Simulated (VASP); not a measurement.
# Rb4O (Pm-3m) in VASP: a series of runs

The runs below take Rb4O through relaxation of cell and atoms, with PBE.

Program: VASP 6.6.1. These are calculated values, not measurements. Logs are shortened: lines on timing, memory, paths and dates and some standing lists are left out, and cuts for length are marked.

### Step 1. The cell of the first run

Symmetry: Pm-3m, No. 221, cubic system. The conventional cell has a = 5.658 Å, b = 5.658 Å, c = 5.658 Å, α = 90.00°, β = 90.00°, γ = 90.00°. Within 3.7 Å of Rb (site symmetry 4/mmm) lie 2 O at 2.83 Å. Rb (site symmetry m-3m) has 12 Rb at 4.00 Å and 8 O at 4.90 Å within 5.3 Å. O (site symmetry m-3m) has 6 Rb at 2.83 Å within 3.7 Å.

The cell was generated, and may not be a known phase.

### Step 2. Relaxation of cell and atoms, PBE

Contents of INCAR:

```
PREC     = Accurate       # precision mode
ENCUT    = 600            # plane-wave cutoff, eV
EDIFF    = 1E-6           # SCF threshold, eV
ISMEAR   = 0              # smearing method
SIGMA    = 0.1            # smearing width, eV
LREAL    = False          # projectors in reciprocal space
LASPH    = True           # aspherical terms in the spheres
NELM     = 60             # most SCF steps
ALGO     = Normal         # electronic algorithm
ISIF     = 3              # what is computed and relaxed
LWAVE    = False          # write WAVECAR
LCHARG   = False          # write CHGCAR
GGA      = PE             # functional
IBRION   = 2              # ionic algorithm
NSW      = 90             # ionic steps
EDIFFG   = -0.04          # ionic threshold
```

Contents of KPOINTS:

```
regular mesh
0
Gamma
  4 4 4
```

Contents of POSCAR:

```
Rb4O
1.0
    5.6583197800      0.0000000000      0.0000000000
    0.0000000000      5.6583197800      0.0000000000
    0.0000000000      0.0000000000      5.6583197800
Rb O
4 1
Direct
    0.0000000000      0.5000000000      0.5000000000
    0.5000000000      0.0000000000      0.5000000000
    0.5000000000      0.5000000000      0.0000000000
    0.0000000000      0.0000000000      0.0000000000
    0.5000000000      0.5000000000      0.5000000000
```

Potentials or basis: VASP PAW PBE potentials, release 64 (Rb_sv, O).

Launch:

```bash
$ cat potpaw_PBE.64/Rb_sv/POTCAR potpaw_PBE.64/O/POTCAR > POTCAR
$ mpirun -np 1 vasp_std > vasp.out
```

OUTCAR:

```text
PREC = Accurate
   ENCUT = 600
   EDIFF = 1E-6
   ISMEAR = 0
   LREAL = False
   LASPH = True
   NELM = 60
   ISIF = 3
   GGA = PE
   IBRION = 2
   NSW = 90
   EDIFFG = -0.04

 ion  position               nearest neighbor table
   1  0.000  0.500  0.500-   5 2.83   5 2.83   4 4.00   2 4.00   3 4.00   4 4.00   2 4.00   4 4.00
                             4 4.00   2 4.00   3 4.00   3 4.00   3 4.00   2 4.00
   2  0.500  0.000  0.500-   5 2.83   5 2.83   4 4.00   1 4.00   3 4.00   4 4.00   1 4.00   3 4.00
                             3 4.00   3 4.00   1 4.00   4 4.00   4 4.00   1 4.00
   3  0.500  0.500  0.000-   5 2.83   5 2.83   4 4.00   1 4.00   1 4.00   2 4.00   2 4.00   2 4.00
                             4 4.00   2 4.00   1 4.00   4 4.00   1 4.00   4 4.00
   4  0.000  0.000  0.000-   1 4.00   2 4.00   3 4.00   1 4.00   2 4.00   1 4.00   3 4.00   1 4.00
                             2 4.00   3 4.00   2 4.00   3 4.00
   5  0.500  0.500  0.500-   1 2.83   2 2.83   3 2.83   3 2.83   2 2.83   1 2.83

  LATTYP: Found a simple cubic cell.
 ALAT       =     5.6583197800

  Lattice vectors:

 A1 = (   5.6583197800,   0.0000000000,   0.0000000000)
 A2 = (   0.0000000000,   5.6583197800,   0.0000000000)
 A3 = (   0.0000000000,   0.0000000000,   5.6583197800)

Analysis of symmetry for initial positions (statically):
=====================================================================
 Subroutine PRICEL returns:
 Original cell was already a primitive cell.

 Routine SETGRP: Setting up the symmetry group for a
 simple cubic supercell.

 Subroutine GETGRP returns: Found 48 space group operations
 (whereof 48 operations were pure point group operations)
 out of a pool of 48 trial point group operations.

The static configuration has the point symmetry O_h .

Analysis of symmetry for dynamics (positions and initial velocities):
=====================================================================
 Subroutine PRICEL returns:
 Original cell was already a primitive cell.

 Routine SETGRP: Setting up the symmetry group for a
 simple cubic supercell.

 Subroutine GETGRP returns: Found 48 space group operations
 (whereof 48 operations were pure point group operations)
 out of a pool of 48 trial point group operations.

The dynamic configuration has the point symmetry O_h .

 Subroutine INISYM returns: Found 48 space group operations
 (whereof 48 operations are pure point group operations),
 and found     1 'primitive' translations

----------------------------------------------------------------------------------------

                                     Primitive cell

[... 73 lines left out ...]
   ISTART =      0    job   : 0-new  1-cont  2-samecut
   ICHARG =      2    charge: 1-file 2-atom 10-const
   ISPIN  =      1    spin polarized calculation?
   LNONCOLLINEAR =      F non collinear calculations
   LSORBIT =      F    spin-orbit coupling
   LASPH  =      T    aspherical Exc in radial PAW
   ENCUT  =  600.0 eV  44.10 Ry    6.64 a.u.  11.30 11.30 11.30*2*pi/ulx,y,z
   NELM   =     60;   NELMIN=  2; NELMDL= -5     # of ELM steps
   EDIFF  = 0.1E-05   stopping-criterion for ELM
   LREAL  =      F    real-space projection
   EDIFFG = -.4E-01   stopping-criterion for IOM
   NSW    =     90    number of steps for IOM
   IBRION =      2    ionic relax: 0-MD 1-quasi-New 2-CG
   NFREE  =      1    steps in history (QN), initial steepest desc. (CG)
   ISIF   =      3    stress and relaxation
   ISYM   =      2    0-nonsym 1-usesym 2-fastsym
   POTIM  = 0.5000    time-step for ionic-motion
   TEBEG  =    0.0;   TEEND  =   0.0 temperature during run
   PSTRESS=    0.0 pullay stress
   NELECT =      42.0000    total number of electrons
   NUPDOWN=      -1.0000    fix difference up-down
   EMIN   =  10.00;   EMAX   =-10.00  energy-range for DOS
   EFERMI =   0.00;   METHOD = LEGACY
   ISMEAR =     0;   SIGMA  =   0.10  broadening in eV -4-tet -1-fermi 0-gaus
   EFERMI_NEDOS =   21; number of points for ismear=-14 and -15
   IALGO  =     38    algorithm
   IMIX   =      4    mixing-type and parameters
     AMIX     =   0.40;   BMIX     =  1.00
     AMIX_MAG =   1.60;   BMIX_MAG =  1.00
  volume/ion in A,a.u.               =      36.23       244.51
  Fermi-wavevector in a.u.,A,eV,Ry     =   1.005705  1.900506 13.761501  1.011442
  Thomas-Fermi vector in A             =   2.138401
   LORBIT       =      0    0 simple, 1 ext, 2 COOP (PROOUT), +10 PAW based schemes
   GGA     = PE    functional components
   LHFCALC =     F    Hartree Fock is set to
   AEXX    =    0.0000 exact exchange contribution
   IVDW    =     0    specifies the selected vdW correction
   LEPSILON=     F    determine dielectric tensor
   LRPA    =     F    only Hartree local field effects (RPA)
 conjugate gradient relaxation of ions
 non-spin polarized calculation
 Gauss-broadening in eV      SIGMA  =   0.10
  energy-cutoff  :      600.00
  volume of cell :      181.16
 maximum number of plane-waves:      6088
 NGX is ok and might be reduce to    48
   NGX = 23   NGY = 23   NGZ = 23

--------------------------------------- Ionic step        1  -------------------------------------------

 number of electron      42.0000008 magnetization

 Free energy of the ion-electron system (eV)
  ---------------------------------------------------
  ext. energy  EPLUGINS =         0.00000000
  ---------------------------------------------------
  free energy    TOTEN  =       -10.12149838 eV

  energy without entropy =      -10.10395200  energy(sigma->0) =      -10.11272519

------------------------ aborting loop because EDIFF is reached ----------------------------------------

  FORCE on cell =-STRESS in cart. coord.  units (eV):
  Direction    XX          YY          ZZ          XY          YZ          ZX
  --------------------------------------------------------------------------------------
  -------------------------------------------------------------------------------------
  Total        4.0579705      4.0579705      4.0579705     -0.0000000      0.0000000     -0.0000000
  in kB       35.8886404     35.8886404     35.8886404     -0.0000000      0.0000000     -0.0000000
  external PRESSURE =      35.8886404 kB  Pullay stress =       0.0000000 kB
[... 104 lines left out ...]
--------------------------------------- Ionic step        4  -------------------------------------------

 number of electron      42.0000005 magnetization

 Free energy of the ion-electron system (eV)
  ---------------------------------------------------
  ext. energy  EPLUGINS =         0.00000000
  ---------------------------------------------------
  free energy    TOTEN  =       -10.62379889 eV

  energy without entropy =      -10.60944352  energy(sigma->0) =      -10.61662120

 E-fermi :   0.9550     XC(G=0):  -6.7586

 val. band max:        0.8876939071   @ k =   0.5000   0.5000   0.0000
 cond. band min:       0.9926393334   @ k =   0.5000   0.5000   0.2500
 fundamental gap:      0.1049454263
 Fermi energy:         0.9549564644

 k-point     1 :       0.0000    0.0000    0.0000
  band No.  band energies     occupation
      1     -28.1972      2.00000
      2     -27.0615      2.00000
      3     -27.0328      2.00000
      4     -27.0328      2.00000
      5     -14.0722      2.00000
      6     -12.3250      2.00000
[... 301 lines left out ...]
  FREE ENERGIE OF THE ION-ELECTRON SYSTEM (eV)
  ---------------------------------------------------
  free  energy   TOTEN  =       -10.6237988916 eV

  energy  without entropy=      -10.6094435174  energy(sigma->0) =      -10.61662120

 reached required accuracy - stopping structural energy minimisation
```

Wall time 2.8 min (1 thread of Intel Xeon Platinum 8559C (Emerald Rapids), shared host); peak memory 0.34 GiB.

Results:

* Free energy: -10.6238 eV
* Relaxed volume: 46.90 Å³/atom
* Relaxed cell: a = 6.166 Å, b = 6.166 Å, c = 6.166 Å, α = 90.00°, β = 90.00°, γ = 90.00°
* Space group after relaxing (to 0.1 Å): Pm-3m (No. 221)
* Energy gained by relaxing: 100.5 meV/atom
* Ionic steps: 4
* Pressure after relaxing: 0.0 GPa
* Band gap on the k mesh: zero (bands 21 and 22 overlap by 0.47 eV)

Step by step:
| step | energy change (eV) | largest force (eV/Å) | pressure (GPa) | volume (Å³) |
| --- | --- | --- | --- | --- |
| 1 | 0.0000 | 0.0000 | 3.59 | 181.16 |
| 2 | -0.3546 | 0.0000 | 1.66 | 203.28 |
| 3 | -0.4976 | 0.0000 | 0.25 | 229.08 |
| 4 | -0.5023 | 0.0000 | 0.03 | 234.48 |

Final structure:
```cif
data_structure
_symmetry_space_group_name_H-M 'P 1'
_symmetry_Int_Tables_number 1
_cell_length_a 6.1664
_cell_length_b 6.1664
_cell_length_c 6.1664
_cell_angle_alpha 90.000
_cell_angle_beta 90.000
_cell_angle_gamma 90.000
_cell_volume 234.48
loop_
_atom_site_label
_atom_site_type_symbol
_atom_site_fract_x
_atom_site_fract_y
_atom_site_fract_z
_atom_site_occupancy
Rb1 Rb 0.00000 0.50000 0.50000 1
Rb2 Rb 0.50000 0.00000 0.50000 1
Rb3 Rb 0.50000 0.50000 0.00000 1
Rb4 Rb 0.00000 0.00000 0.00000 1
O1 O 0.50000 0.50000 0.50000 1
```

Levels at points of the mesh, in eV from the Fermi level:
| k point | band 17 | band 18 | band 19 | band 20 | band 21 | band 22 | band 23 | band 24 | band 25 |
| --- | --- | --- | --- | --- | --- | --- | --- | --- | --- |
| (0.00, 0.00, 0.00) | -11.83 | -1.95 | -0.66 | -0.66 | -0.66 | 0.45 | 0.45 | 2.07 | 2.07 |
| (0.50, 0.00, 0.00) | -11.78 | -1.42 | -0.71 | -0.71 | -0.53 | -0.32 | 1.11 | 2.38 | 2.38 |
| (0.50, 0.50, 0.00) | -11.75 | -1.22 | -1.22 | -0.75 | -0.07 | 0.61 | 0.61 | 1.15 | 2.34 |
| (0.50, 0.50, 0.50) | -11.75 | -1.27 | -1.27 | -1.27 | 0.15 | 1.27 | 1.27 | 1.27 | 1.40 |

Caveat: the volume moved by over 15 % at a fixed basis, so the end points are rough.

### Step 3. Relaxation of cell and atoms, PBE

This run uses another cell than the first one, of 46.38 Å³/atom.

INCAR, as its differences from that of step 2:

```diff
@@ -7,3 +7,3 @@
 LASPH    = True           # aspherical terms in the spheres
-NELM     = 60             # most SCF steps
+NELM     = 80             # most SCF steps
 ALGO     = Normal         # electronic algorithm
@@ -14,3 +14,3 @@
 IBRION   = 2              # ionic algorithm
-NSW      = 90             # ionic steps
-EDIFFG   = -0.04          # ionic threshold
+NSW      = 100            # ionic steps
+EDIFFG   = -0.01          # ionic threshold
```

Contents of KPOINTS:

```
Automatic mesh
0
Gamma
  6 6 6
```

POSCAR, as its differences from that of step 2:

```diff
@@ -2,5 +2,5 @@
 1.0
-    5.6583197800      0.0000000000      0.0000000000
-    0.0000000000      5.6583197800      0.0000000000
-    0.0000000000      0.0000000000      5.6583197800
+    6.1437910960      0.0000000000      0.0000000000
+    0.0000000000      6.1437910960      0.0000000000
+    0.0000000000      0.0000000000      6.1437910960
 Rb O
```

Potentials or basis: VASP PAW PBE potentials, release 64 (Rb_sv, O).

Launch:

```bash
$ cat potpaw_PBE.64/Rb_sv/POTCAR potpaw_PBE.64/O/POTCAR > POTCAR
$ mpirun -np 1 vasp_std > vasp.out
```

OUTCAR:

```text
PREC = Accurate
   ENCUT = 600
   EDIFF = 1E-6
   ISMEAR = 0
   LREAL = False
   LASPH = True
   NELM = 80
   ISIF = 3
   GGA = PE
   IBRION = 2
   NSW = 100
   EDIFFG = -0.01

 ion  position               nearest neighbor table
   1  0.000  0.500  0.500-   5 3.07   5 3.07   4 4.34   2 4.34   3 4.34   4 4.34   2 4.34   4 4.34
                             4 4.34   2 4.34   3 4.34   3 4.34   3 4.34   2 4.34
   2  0.500  0.000  0.500-   5 3.07   5 3.07   4 4.34   1 4.34   3 4.34   4 4.34   1 4.34   3 4.34
                             3 4.34   3 4.34   1 4.34   4 4.34   4 4.34   1 4.34
   3  0.500  0.500  0.000-   5 3.07   5 3.07   4 4.34   1 4.34   1 4.34   2 4.34   2 4.34   2 4.34
                             4 4.34   2 4.34   1 4.34   4 4.34   1 4.34   4 4.34
   4  0.000  0.000  0.000-   1 4.34   2 4.34   3 4.34   1 4.34   2 4.34   1 4.34   3 4.34   1 4.34
                             2 4.34   3 4.34   2 4.34   3 4.34
   5  0.500  0.500  0.500-   1 3.07   2 3.07   3 3.07   3 3.07   2 3.07   1 3.07

  LATTYP: Found a simple cubic cell.
 ALAT       =     6.1437910960

  Lattice vectors:

 A1 = (   6.1437910960,   0.0000000000,   0.0000000000)
 A2 = (   0.0000000000,   6.1437910960,   0.0000000000)
 A3 = (   0.0000000000,   0.0000000000,   6.1437910960)

Analysis of symmetry for initial positions (statically):
[... 167 lines left out ...]

 number of electron      41.9999993 magnetization

 Free energy of the ion-electron system (eV)
  ---------------------------------------------------
  ext. energy  EPLUGINS =         0.00000000
  ---------------------------------------------------
  free energy    TOTEN  =       -10.64418997 eV

  energy without entropy =      -10.63491612  energy(sigma->0) =      -10.63955304

------------------------ aborting loop because EDIFF is reached ----------------------------------------

  FORCE on cell =-STRESS in cart. coord.  units (eV):
  Direction    XX          YY          ZZ          XY          YZ          ZX
  --------------------------------------------------------------------------------------
  -------------------------------------------------------------------------------------
  Total        0.1726988      0.1726988      0.1726988     -0.0000000     -0.0000000      0.0000000
  in kB        1.1931379      1.1931379      1.1931379     -0.0000000     -0.0000000      0.0000000
  external PRESSURE =       1.1931379 kB  Pullay stress =       0.0000000 kB
[... 65 lines left out ...]
--------------------------------------- Ionic step        3  -------------------------------------------

 number of electron      41.9999994 magnetization

 Free energy of the ion-electron system (eV)
  ---------------------------------------------------
  ext. energy  EPLUGINS =         0.00000000
  ---------------------------------------------------
  free energy    TOTEN  =       -10.64542420 eV

  energy without entropy =      -10.63615474  energy(sigma->0) =      -10.64078947

 E-fermi :   0.9145     XC(G=0):  -6.7490

 val. band max:        0.9029196903   @ k =   0.5000   0.3333   0.3333
 cond. band min:       0.9242586643   @ k =   0.5000   0.5000   0.1667
 fundamental gap:      0.0213389740
 Fermi energy:         0.9145304455

 k-point     1 :       0.0000    0.0000    0.0000
  band No.  band energies     occupation
      1     -28.2167      2.00000
      2     -27.0702      2.00000
      3     -27.0419      2.00000
      4     -27.0419      2.00000
      5     -14.0733      2.00000
      6     -12.3435      2.00000
[... 581 lines left out ...]
  FREE ENERGIE OF THE ION-ELECTRON SYSTEM (eV)
  ---------------------------------------------------
  free  energy   TOTEN  =       -10.6454241953 eV

  energy  without entropy=      -10.6361547394  energy(sigma->0) =      -10.64078947

 reached required accuracy - stopping structural energy minimisation
```

Run time: 3.5 min. Hardware: 1 thread of Intel Xeon Platinum 8559C (Emerald Rapids), shared host; peak memory 0.42 GiB.

What came out:

* Free energy: -10.6454 eV
* Relaxed volume: 47.04 Å³/atom
* Relaxed cell: a = 6.173 Å, b = 6.173 Å, c = 6.173 Å, α = 90.00°, β = 90.00°, γ = 90.00°
* Space group after relaxing (to 0.1 Å): Pm-3m (No. 221)
* Energy gained by relaxing: 0.2 meV/atom
* Ionic steps: 3
* Pressure after relaxing: 0.0 GPa
* Band gap on the k mesh: zero (bands 21 and 22 overlap by 0.47 eV)

Step by step:
```csv
step,energy change (eV),largest force (eV/Å),pressure (GPa),volume (Å³)
1,0.0000,0.0000,0.12,231.90
2,-0.0007,0.0000,0.08,233.07
3,-0.0012,0.0000,0.00,235.19
```

Final structure:
```xyz
5
Lattice="6.1727 0.0000 0.0000 0.0000 6.1727 0.0000 0.0000 0.0000 6.1727" Properties=species:S:1:pos:R:3 pbc="T T T"
Rb    0.0000    3.0864    3.0864
Rb    3.0864    0.0000    3.0864
Rb    3.0864    3.0864    0.0000
Rb    0.0000    0.0000    0.0000
O     3.0864    3.0864    3.0864
```

Levels at points of the mesh, in eV from the Fermi level:
```csv
k point,band 17,band 18,band 19,band 20,band 21,band 22,band 23,band 24,band 25
"(0.00, 0.00, 0.00)",-11.80,-1.92,-0.62,-0.62,-0.62,0.48,0.48,2.10,2.10
"(0.50, 0.00, 0.00)",-11.75,-1.38,-0.67,-0.67,-0.50,-0.29,1.14,2.41,2.41
"(0.50, 0.50, 0.00)",-11.72,-1.18,-1.18,-0.71,-0.04,0.63,0.63,1.18,2.37
"(0.50, 0.50, 0.50)",-11.72,-1.23,-1.23,-1.23,0.18,1.30,1.30,1.30,1.42
```

The gap in the log of VASP goes by the Fermi energy; the results here count the filled bands.